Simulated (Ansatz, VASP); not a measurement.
# MgO in VASP and in Ansatz

```xyz
2
Lattice="0.0000 2.1064 2.1064 2.1064 0.0000 2.1064 2.1064 2.1064 0.0000" Properties=species:S:1:pos:R:3 pbc="T T T"
Mg    0.0000    0.0000    0.0000
O     2.1064    2.1064    2.1064
```

Alike in both runs: task single point; functional PBE; k mesh 9 × 9 × 9; occupations methfessel-paxton of order 1, width 0.3 eV; no spin polarisation.

|  | VASP | Ansatz |
| --- | --- | --- |
| version | VASP 6.6.1 | Ansatz 0.2.0 |
| potentials or method | VASP PAW PBE potentials, release 64 (Mg, O), cutoff 600 eV | PAW, plane waves, scalar-relativistic |
| valence electrons in the cell | 8 | 16 |

|  | VASP | Ansatz | Ansatz less VASP |
| --- | --- | --- | --- |
| pressure (GPa) | 3.6 | 4.6 | +1.03 |

With one functional, cell and mesh, what is left measures potentials, basis and numerics. VASP's potentials hold 8 valence electrons a cell and Ansatz's 16, so a difference there can come from the potentials and not from the codes.
